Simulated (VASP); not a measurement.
# SiO2 (Fddd) in VASP: notebook, part 2 of 2

VASP 6.6.1. The steps go on from the part before.

## (4) Single point, LDA

This run uses another cell than the first one, of 13.66 Å³/atom.

INCAR reads:

```
PREC = Accurate ; ENCUT = 520
EDIFF = 1E-6 ; ISMEAR = 0
SIGMA = 0.02 ; LREAL = False
LASPH = True ; NELM = 100
ALGO = Normal ; ISIF = 2
LWAVE = False ; LCHARG = False
NBANDS = 44
```

KPOINTS reads:

```
regular mesh
0
Gamma
  6 6 6
```

POSCAR reads:

```
SiO2
1.0
    0.0000000000      4.7162571100      7.3627753715
    2.3595806657      0.0000000000      7.3627753715
    2.3595806657      4.7162571100      0.0000000000
Si O
4 8
Direct
    0.5632310800      0.5632310800      0.9367689200
    0.3132310800      0.3132310800      0.6867689200
    0.6867689200      0.6867689200      0.3132310800
    0.9367689200      0.9367689200      0.5632310800
    0.6250000000      0.1250000000      0.6250000000
    0.6250000000      0.6250000000      0.1250000000
    0.6250000000      0.6250000000      0.6250000000
    0.1250000000      0.6250000000      0.6250000000
    0.1865604000      0.8134396000      0.1865604000
    0.8134396000      0.1865604000      0.8134396000
    0.4365604000      0.0634396000      0.4365604000
    0.0634396000      0.4365604000      0.0634396000
```

Potentials or basis: VASP PAW LDA potentials, release 64 (Si, O).

Launch:

```
cat potpaw_LDA.64/Si/POTCAR potpaw_LDA.64/O/POTCAR > POTCAR
mpirun -np 1 vasp_std > vasp.out
```

OUTCAR:

```text
PREC = Accurate
   ENCUT = 520
   EDIFF = 1E-6
   ISMEAR = 0
   LREAL = False
   LASPH = True
   NELM = 100
   ISIF = 2

 ion  position               nearest neighbor table
   1  0.563  0.563  0.937-   6 1.60   7 1.60   9 1.62  10 1.62   4 3.01   4 3.01
   2  0.313  0.313  0.687-   5 1.60   8 1.60  11 1.62  12 1.62   3 3.01   3 3.01
   3  0.687  0.687  0.313-   6 1.60   7 1.60  11 1.62  12 1.62   2 3.01   2 3.01
   4  0.937  0.937  0.563-   5 1.60   8 1.60   9 1.62  10 1.62   1 3.01   1 3.01
   5  0.625  0.125  0.625-   2 1.60   4 1.60
   6  0.625  0.625  0.125-   1 1.60   3 1.60
   7  0.625  0.625  0.625-   1 1.60   3 1.60
   8  0.125  0.625  0.625-   2 1.60   4 1.60
   9  0.187  0.813  0.187-   4 1.62   1 1.62
  10  0.813  0.187  0.813-   4 1.62   1 1.62
  11  0.437  0.063  0.437-   2 1.62   3 1.62
  12  0.063  0.437  0.063-   2 1.62   3 1.62

  LATTYP: Found a face centered orthorhombic cell.
 ALAT       =     4.7191613314
 B/A-ratio  =     1.9987691790
 C/A-ratio  =     3.1203745134

  Lattice vectors:

 A1 = (   0.0000000000,   4.7162571100,   7.3627753715)
 A2 = (   2.3595806657,   0.0000000000,   7.3627753715)
 A3 = (   2.3595806657,   4.7162571100,   0.0000000000)

Analysis of symmetry for initial positions (statically):
=====================================================================
 Subroutine PRICEL returns:
 Original cell was already a primitive cell.

 Routine SETGRP: Setting up the symmetry group for a
 face centered orthorhombic supercell.

 Subroutine GETGRP returns: Found  8 space group operations
 (whereof  4 operations were pure point group operations)
 out of a pool of  8 trial point group operations.

The static configuration has the point symmetry D_2 .
 The point group associated with its full space group is D_2h.

Analysis of symmetry for dynamics (positions and initial velocities):
=====================================================================
[... 161 lines left out ...]
   LRPA    =     F    only Hartree local field effects (RPA)
 non-spin polarized calculation
 Gauss-broadening in eV      SIGMA  =   0.02
  energy-cutoff  :      520.00
  volume of cell :      163.87
 maximum number of plane-waves:      4437
 NGX is ok and might be reduce to    70
   NGX = 33   NGY = 29   NGZ = 19

 number of electron      64.0000007 magnetization

 Free energy of the ion-electron system (eV)
  ---------------------------------------------------
  ext. energy  EPLUGINS =         0.00000000
  ---------------------------------------------------
  free energy    TOTEN  =      -103.69101238 eV

  energy without entropy =     -103.69101238  energy(sigma->0) =     -103.69101238

 E-fermi :   0.3429     XC(G=0):  -9.2998

 val. band max:        0.2299172349   @ k =   0.0000   0.0000   0.0000
 cond. band min:       5.7618943089   @ k =   0.0000   0.0000   0.0000
 fundamental gap:      5.5319770740
 Fermi energy:         0.3428511295

 k-point     1 :       0.0000    0.0000    0.0000
  band No.  band energies     occupation
      1     -18.9614      2.00000
      2     -18.0059      2.00000
      3     -17.9975      2.00000
      4     -16.8817      2.00000
      5     -16.8339      2.00000
      6     -16.7315      2.00000
[... 1117 lines left out ...]
     43      11.9175      0.00000
     44      12.2465      0.00000

 [... further k-points ...]

------------------------ aborting loop because EDIFF is reached ----------------------------------------

  FORCE on cell =-STRESS in cart. coord.  units (eV):
  Direction    XX          YY          ZZ          XY          YZ          ZX
  --------------------------------------------------------------------------------------
  -------------------------------------------------------------------------------------
  Total       -1.3015731     -1.0909886     -1.1031627      0.0000000      0.0000000      0.0000000
  in kB      -12.7255134    -10.6666226    -10.7856491      0.0000000      0.0000000      0.0000000
  external PRESSURE =     -11.3925950 kB  Pullay stress =       0.0000000 kB

 VOLUME and BASIS-vectors are now :
 -----------------------------------------------------------------------------
  energy-cutoff  :      520.00
  volume of cell :      163.87
      direct lattice vectors                 reciprocal lattice vectors
     0.000000000  4.716257110  7.362775371    -0.211902058  0.106016273  0.067909175
     2.359580666  0.000000000  7.362775371     0.211902058 -0.106016273  0.067909175
     2.359580666  4.716257110  0.000000000     0.211902058  0.106016273 -0.067909175

 POSITION                                       TOTAL-FORCE (eV/Angst)
 -----------------------------------------------------------------------------------
      3.53937      7.07439      8.29389         0.000000      0.000000     -0.038019
      2.35958      4.71626      4.61250        -0.000000     -0.000000     -0.038019
      2.35958      4.71626     10.11305        -0.000000     -0.000000      0.038019
      3.53937      7.07439     13.79444         0.000000      0.000000      0.038019
      1.76969      5.89532      5.52208         0.000000      0.000000     -0.000000
      1.76969      3.53719      9.20347         0.000000      0.000000     -0.000000
      2.94948      5.89532      9.20347        -0.000000      0.000000     -0.000000
      2.94948      3.53719      5.52208         0.000000     -0.000000     -0.000000
      2.35958      1.75973      7.36278        -0.000000      0.037349     -0.000000
      2.35958      7.67278      7.36278        -0.000000     -0.037349     -0.000000
      1.17979      4.11786      3.68139         0.000000      0.037349     -0.000000
      1.17979      0.59839      3.68139         0.000000     -0.037349     -0.000000
 -----------------------------------------------------------------------------------
    total drift:                               -0.000000     -0.000000     -0.000000

  FREE ENERGIE OF THE ION-ELECTRON SYSTEM (eV)
  ---------------------------------------------------
  free  energy   TOTEN  =      -103.6910123826 eV

  energy  without entropy=     -103.6910123826  energy(sigma->0) =     -103.69101238
```

OSZICAR:

```text
N       E                     dE             d eps       ncg     rms          rms(c)
DAV:   1     0.382478224951E+03    0.38248E+03   -0.33242E+04  4056   0.133E+03
DAV:   2    -0.885055771491E+02   -0.47098E+03   -0.45609E+03  5092   0.311E+02
DAV:   3    -0.116902532885E+03   -0.28397E+02   -0.28262E+02  5096   0.811E+01
DAV:   4    -0.117258853701E+03   -0.35632E+00   -0.35578E+00  4984   0.101E+01
DAV:   5    -0.117264895391E+03   -0.60417E-02   -0.60382E-02  4968   0.128E+00    0.302E+01
DAV:   6    -0.104036435003E+03    0.13228E+02   -0.50838E+01  4720   0.327E+01    0.150E+01
DAV:   7    -0.103827620964E+03    0.20881E+00   -0.14313E+00  4656   0.506E+00    0.517E+00
DAV:   8    -0.103711187823E+03    0.11643E+00   -0.72852E-02  5000   0.164E+00    0.201E+00
DAV:   9    -0.103690287077E+03    0.20901E-01   -0.28370E-02  4960   0.104E+00    0.311E-01
DAV:  10    -0.103691047492E+03   -0.76042E-03   -0.29064E-03  4828   0.265E-01    0.115E-01
DAV:  11    -0.103691007220E+03    0.40273E-04   -0.62896E-04  4784   0.132E-01    0.148E-02
DAV:  12    -0.103691012442E+03   -0.52227E-05   -0.26169E-05  4764   0.265E-02    0.103E-02
DAV:  13    -0.103691012383E+03    0.59819E-07   -0.74917E-06  5016   0.130E-02
   1 F= -.10369101E+03 E0= -.10369101E+03  d E =-.742082E-18
```

Run time: 13 min. Hardware: 1 thread of Oxide Virtual Turin-like, shared host; peak memory 0.41 GiB.

Results:

| Quantity | Value |
| --- | --- |
| Free energy | -103.6910 eV |
| Pressure | -1.1 GPa |
| Largest force | 0.038 eV/Å |
| Band gap on the k mesh | 5.53 eV |

Forces in eV/Å, atoms in the order of the input:
```
Si   0.000  0.000 -0.038
Si   0.000  0.000 -0.038
Si   0.000  0.000  0.038
Si   0.000  0.000  0.038
O    0.000  0.000  0.000
O    0.000  0.000  0.000
O    0.000  0.000  0.000
O    0.000  0.000  0.000
O    0.000  0.037  0.000
O    0.000 -0.037  0.000
O    0.000  0.037  0.000
O    0.000 -0.037  0.000
```

Stress tensor (GPa, compression positive):
```
-1.27  0.00  0.00
 0.00 -1.07  0.00
 0.00  0.00 -1.08
```

Levels at points of the mesh, in eV from the valence-band top:
```csv
k point,band 30,band 31,band 32,band 33,band 34,band 35
"(0.00, 0.00, 0.00)",-0.43,-0.03,0.00,5.53,8.04,8.08
"(0.50, 0.00, 0.00)",-0.58,-0.32,-0.26,7.95,8.52,8.75
"(0.50, 0.50, 0.00)",-0.64,-0.17,-0.17,6.68,6.68,8.52
"(0.50, 0.00, 0.50)",-0.89,-0.26,-0.26,7.70,7.70,9.26
"(0.00, 0.50, 0.50)",-0.91,-0.12,-0.12,8.02,8.02,8.78
```

## (5) Overview

```csv
task,cell,cutoff (eV),gap on the mesh (eV),pressure (GPa),largest force (eV/Å)
relaxation of cell and atoms,"relaxed to 15 GPa from a = 8.445, b = 7.485, c = 5.048 Å, angles 82.2, 61.4, 36.3°, 12 atoms, atomic positions A",600,5.75,15.0,-
single point,"a = 8.644, b = 7.652, c = 5.190 Å, angles 82.2, 61.3, 36.5°, 12 atoms, atomic positions B",520,5.71,4.6,0.04
single point,"a = 8.744, b = 7.732, c = 5.274 Å, angles 82.2, 61.2, 36.7°, 12 atoms, atomic positions C",520,5.53,-1.1,0.04
```

Alike in all rows: level LDA; potentials or basis VASP PAW LDA potentials, release 64 (Si, O); no spin polarisation; k mesh 6 × 6 × 6; smearing gaussian 0.02 eV.

Caveats: the cell is relaxed towards a set pressure, so the run minimises the enthalpy, not the energy (at least some runs); the cell stands under pressure (at least some runs).

Absolute energies hang on the potentials; compare differences alone.
